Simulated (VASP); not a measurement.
Crystal: InAs.

```
In As
1.0
     0.00000    2.93374    2.93374
     2.93374    0.00000    2.93374
     2.93374    2.93374    0.00000
In As
1 1
Cartesian
  2.9337 2.9337 2.9337
  0.0000 0.0000 0.0000
```

This cell differs from its parent crystal: volume scaled by 1.06.

Base run:

```yaml
Program: VASP 6.6.1
Functional: PBEsol
Potentials_or_basis: VASP PAW PBE potentials, release 64 (In_d, As)
Cutoff: 520 eV
k_mesh: 8 × 8 × 8
Occupations: fermi-dirac, width 0.05 eV
Spin: no spin polarisation
```

Its results: band gap on the k mesh zero (band 9 reaches 5.48 eV, above the bottom of band 10 at 3.09 eV); pressure -6.0 GPa.

Q: The run is repeated on the same cell with these changes: functional from PBEsol to PBE; cutoff from 520 eV to 500 eV; further incar settings from ALGO = Normal; EDIFF = 1e-07; NBANDS = 16 to ALGO = Normal; EDIFF = 1e-06; NBANDS = 16. What comes out?

A: Band gap on the k mesh zero (band 9 reaches 5.62 eV, above the bottom of band 10 at 3.25 eV); pressure -3.1 GPa.

Caveats: spin-orbit coupling is left out, which moves the levels of the heavy elements; the PAW data sets were made with another functional, which shifts forces and pressure a little (some runs).
